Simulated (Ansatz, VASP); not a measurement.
# ScAl2 in VASP and in Ansatz

```
Sc Al
1.0
     0.00000    3.77765    3.77765
     3.77765    0.00000    3.77765
     3.77765    3.77765    0.00000
Sc Al
2 4
Direct
  0.50000 0.50000 0.50000
  0.75000 0.75000 0.75000
  0.12500 0.12500 0.12500
  0.62500 0.12500 0.12500
  0.12500 0.62500 0.12500
  0.12500 0.12500 0.62500
```

Alike in both runs: task single point; functional r2SCAN; k mesh 8 × 8 × 8; occupations fermi-dirac, width 0.1 eV; no spin polarisation.

|  | VASP | Ansatz |
| --- | --- | --- |
| version | VASP 6.6.1 | Ansatz 0.2.0 |
| potentials or method | VASP PAW PBE potentials, release 64 (Sc_sv, Al), cutoff 520 eV | scalar-relativistic, plane waves, PAW |
| valence electrons in the cell | 34 | 34 |

```tsv
	VASP	Ansatz	Ansatz less VASP
gap on the k mesh at the Fermi level (eV)	none	none	-
pressure (GPa)	0.1	0.1	0.00
```

VASP's potentials were made for PBE, not for r2SCAN. A gap of «none» marks a metal or a gap that the smearing closes.
